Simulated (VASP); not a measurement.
# Ru (P-1) in VASP: single point with PBE

Aim: the single point of Ru with PBE.

Program: VASP 6.6.1. These are calculated values, not measurements. Logs are shortened: lines on timing, memory, paths and dates and some standing lists are left out, and cuts for length are marked.

## 1. The cell of the first run

The typed cell holds 2 atoms: a = 2.662 Å, b = 2.720 Å, c = 4.358 Å, α = 90.79°, β = 89.61°, γ = 119.54°.

## 2. Single point, PBE (strained and its atoms moved)

Input file INCAR:

```
SYSTEM = Ru
PREC = Accurate ; ENCUT = 520
EDIFF = 1E-6 ; ISMEAR = 0
SIGMA = 0.1 ; LREAL = .FALSE.
LASPH = .TRUE. ; NELM = 100
ALGO = Fast ; ISIF = 2
LWAVE = .FALSE. ; LCHARG = .FALSE.
GGA = PE ; NBANDS = 21
```

Input file KPOINTS:

```
Automatic mesh
0
G
  16 16 8
  0 0 0
```

Input file POSCAR:

```
Ru
1.0
    2.6618030370     -0.0057633526      0.0091456017
   -1.3358927283      2.3689494254     -0.0189137416
    0.0144728220     -0.0262052280      4.3579037250
Ru
2
Direct
    0.3161259863      0.6316902163      0.2633795745
    0.6838740137      0.3683097837      0.7366204255
```

Potentials or basis: VASP PAW PBE potentials, release 64 (Ru_pv).

Command:

```bash
$ cat potpaw_PBE.64/Ru_pv/POTCAR > POTCAR
$ mpirun -np 1 vasp_std > vasp.out
```

OUTCAR:

```text
SYSTEM = Ru
   PREC = Accurate
   ENCUT = 520
   EDIFF = 1E-6
   ISMEAR = 0
   LREAL = .FALSE.
   LASPH = .TRUE.
   NELM = 100
   ISIF = 2
   GGA = PE

 ion  position               nearest neighbor table
   1  0.316  0.632  0.263-   2 2.53   2 2.55   2 2.68   2 2.71   2 2.73   2 2.90
   2  0.684  0.368  0.737-   1 2.53   1 2.55   1 2.68   1 2.71   1 2.73   1 2.90

  LATTYP: Found a triclinic cell.
 ALAT       =     2.7097568116
 B/A-ratio  =     2.3467366066
 C/A-ratio  =     1.0036775711
 COS(alpha) =     0.0054138620
 COS(beta)  =     0.5193067098
 COS(gamma) =     0.6251940354

  Lattice vectors:

 A1 = (  -1.3259103087,  -2.3631860728,   0.0097681399)
 A2 = (  -4.0021861677,  -2.3312174922,  -4.3572811868)
 A3 = (   1.3358927283,  -2.3689494254,   0.0189137416)

Analysis of symmetry for initial positions (statically):
=====================================================================
 Subroutine PRICEL returns:
 Original cell was already a primitive cell.

 Routine SETGRP: Setting up the symmetry group for a
 triclinic supercell.

 Subroutine GETGRP returns: Found  2 space group operations
 (whereof  2 operations were pure point group operations)
 out of a pool of  2 trial point group operations.

The static configuration has the point symmetry S_2 .

Analysis of symmetry for dynamics (positions and initial velocities):
=====================================================================
 Subroutine PRICEL returns:
 Original cell was already a primitive cell.

 Routine SETGRP: Setting up the symmetry group for a
 triclinic supercell.

 Subroutine GETGRP returns: Found  2 space group operations
 (whereof  2 operations were pure point group operations)
 out of a pool of  2 trial point group operations.

The dynamic configuration has the point symmetry S_2 .

 Subroutine INISYM returns: Found  2 space group operations
 (whereof  2 operations are pure point group operations),
 and found     1 'primitive' translations

----------------------------------------------------------------------------------------

                                     Primitive cell

  volume of cell :      27.4447

  direct lattice vectors                    reciprocal lattice vectors
     2.661803037 -0.005763353  0.009145602     0.376144379  0.212114718  0.000026307
    -1.335892728  2.368949425 -0.018913742     0.000906423  0.422659465  0.002538553
[... 82 lines left out ...]
   LASPH  =      T    aspherical Exc in radial PAW
   ENCUT  =  520.0 eV  38.22 Ry    6.18 a.u.   4.95  5.06  8.10*2*pi/ulx,y,z
   NELM   =    100;   NELMIN=  2; NELMDL= -5     # of ELM steps
   EDIFF  = 0.1E-05   stopping-criterion for ELM
   LREAL  =      F    real-space projection
   EDIFFG = 0.1E-04   stopping-criterion for IOM
   NSW    =      0    number of steps for IOM
   IBRION =     -1    ionic relax: 0-MD 1-quasi-New 2-CG
   NFREE  =      0    steps in history (QN), initial steepest desc. (CG)
   ISIF   =      2    stress and relaxation
   ISYM   =      2    0-nonsym 1-usesym 2-fastsym
   POTIM  = 0.5000    time-step for ionic-motion
   TEBEG  =    0.0;   TEEND  =   0.0 temperature during run
   PSTRESS=    0.0 pullay stress
   NELECT =      28.0000    total number of electrons
   NUPDOWN=      -1.0000    fix difference up-down
   EMIN   =  10.00;   EMAX   =-10.00  energy-range for DOS
   EFERMI =   0.00;   METHOD = LEGACY
   ISMEAR =     0;   SIGMA  =   0.10  broadening in eV -4-tet -1-fermi 0-gaus
   EFERMI_NEDOS =   21; number of points for ismear=-14 and -15
   IALGO  =     68    algorithm
   IMIX   =      4    mixing-type and parameters
     AMIX     =   0.40;   BMIX     =  1.00
     AMIX_MAG =   1.60;   BMIX_MAG =  1.00
  volume/ion in A,a.u.               =      13.72        92.60
  Fermi-wavevector in a.u.,A,eV,Ry     =   1.648067  3.114395 36.955119  2.716125
  Thomas-Fermi vector in A             =   2.737419
   LORBIT       =      0    0 simple, 1 ext, 2 COOP (PROOUT), +10 PAW based schemes
   GGA     = PE    functional components
   LHFCALC =     F    Hartree Fock is set to
   AEXX    =    0.0000 exact exchange contribution
   IVDW    =     0    specifies the selected vdW correction
   LEPSILON=     F    determine dielectric tensor
   LRPA    =     F    only Hartree local field effects (RPA)
 non-spin polarized calculation
 RMM-DIIS sequential band-by-band and
 Gauss-broadening in eV      SIGMA  =   0.10
  energy-cutoff  :      520.00
  volume of cell :       27.44
 maximum number of plane-waves:       764
   NGX =  9   NGY = 11   NGZ = 17

 number of electron      28.0000005 magnetization

 Free energy of the ion-electron system (eV)
  ---------------------------------------------------
  ext. energy  EPLUGINS =         0.00000000
  ---------------------------------------------------
  free energy    TOTEN  =       -18.27537198 eV

  energy without entropy =      -18.26678330  energy(sigma->0) =      -18.27107764

 E-fermi :  12.6813     XC(G=0): -14.0407

 val. band max:       12.6811369642   @ k =  -0.1875   0.2500   0.3750
 cond. band min:      12.6815888770   @ k =   0.2500  -0.2500   0.2500
 fundamental gap:      0.0004519129
 Fermi energy:        12.6813232570

 k-point     1 :       0.0000    0.0000    0.0000
  band No.  band energies     occupation
      1     -30.9769      2.00000
      2     -30.0584      2.00000
      3     -29.9934      2.00000
      4     -29.9062      2.00000
      5     -29.8469      2.00000
      6     -29.8305      2.00000
[... 565 lines left out ...]
     20      23.1097      0.00000
     21      23.1145      0.00000

 [... further k-points ...]

------------------------ aborting loop because EDIFF is reached ----------------------------------------

  FORCE on cell =-STRESS in cart. coord.  units (eV):
  Direction    XX          YY          ZZ          XY          YZ          ZX
  --------------------------------------------------------------------------------------
  -------------------------------------------------------------------------------------
  Total        2.5420751     -0.2432454      0.1504146      0.1655743     -0.2439129     -0.2665173
  in kB      148.4024152    -14.2002894      8.7809740      9.6659720    -14.2392564    -15.5588667
  external PRESSURE =      47.6610333 kB  Pullay stress =       0.0000000 kB

 VOLUME and BASIS-vectors are now :
 -----------------------------------------------------------------------------
  energy-cutoff  :      520.00
  volume of cell :       27.44
      direct lattice vectors                 reciprocal lattice vectors
     2.661803037 -0.005763353  0.009145602     0.376144379  0.212114718  0.000026307
    -1.335892728  2.368949425 -0.018913742     0.000906423  0.422659465  0.002538553
     0.014472822 -0.026205228  4.357903725    -0.000785452  0.001389236  0.229479088

 POSITION                                       TOTAL-FORCE (eV/Angst)
 -----------------------------------------------------------------------------------
      0.00141      1.48772      1.13873         0.038395      1.139612     -1.209609
      1.33898      0.84926      3.20941        -0.038395     -1.139612      1.209609
 -----------------------------------------------------------------------------------
    total drift:                               -0.000000      0.000000     -0.000000

  FREE ENERGIE OF THE ION-ELECTRON SYSTEM (eV)
  ---------------------------------------------------
  free  energy   TOTEN  =       -18.2753719786 eV

  energy  without entropy=      -18.2667833003  energy(sigma->0) =      -18.27107764
```

Wall time 8.2 min (1 thread of Intel Xeon 8259CL, shared host); peak memory 0.52 GiB.

Results:

* Free energy: -18.2754 eV
* Pressure: 4.8 GPa
* Largest force: 1.662 eV/Å
* Band gap on the k mesh: zero (bands 14 and 15 overlap by 2.93 eV)

Forces on the atoms (eV/Å):
```
Ru   0.038  1.140 -1.210
Ru  -0.038 -1.140  1.210
```

Caveat: the cell differs from its parent crystal (strained and its atoms moved); the cell stands under pressure; forces of over 1 eV/Å act on the atoms, so gaps and moduli don't describe the material at rest.
